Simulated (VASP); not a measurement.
Sb, 2 atoms in the cell. It takes space group P6_3/mmc (No. 194, hexagonal). Conventional cell: a = 3.305 Å, b = 3.305 Å, c = 5.430 Å, α = 90.00°, β = 90.00°, γ = 120.00°. Within 4.3 Å of Sb (site symmetry -6m2) lie 12 Sb at 3.30 to 3.32 Å. 

- Program: VASP 6.6.1
- Task: single point
- Functional: LDA
- Potentials or basis: VASP PAW LDA potentials, release 64 (Sb)
- Cutoff: 520 eV
- k mesh: 14 × 14 × 8
- Occupations: fermi-dirac, width 0.05 eV
- Spin: no spin polarisation
- Dipole correction: no
- Further INCAR settings: ALGO = Normal; EDIFF = 1e-06; NBANDS = 12

Potentials or basis: VASP PAW LDA potentials, release 64 (Sb).

Launch:

```bash
$ cat potpaw_LDA.64/Sb/POTCAR > POTCAR
$ mpirun -np 1 vasp_std > vasp.out
```

Hardware: 1 thread of AMD EPYC 7R13, on a shared host.

Estimate the wall time of this run.

Run time: 76 s on 1 thread of AMD EPYC 7R13 (shared host), peak memory 0.17 GiB. Counts: scf iterations 9, k points 120.
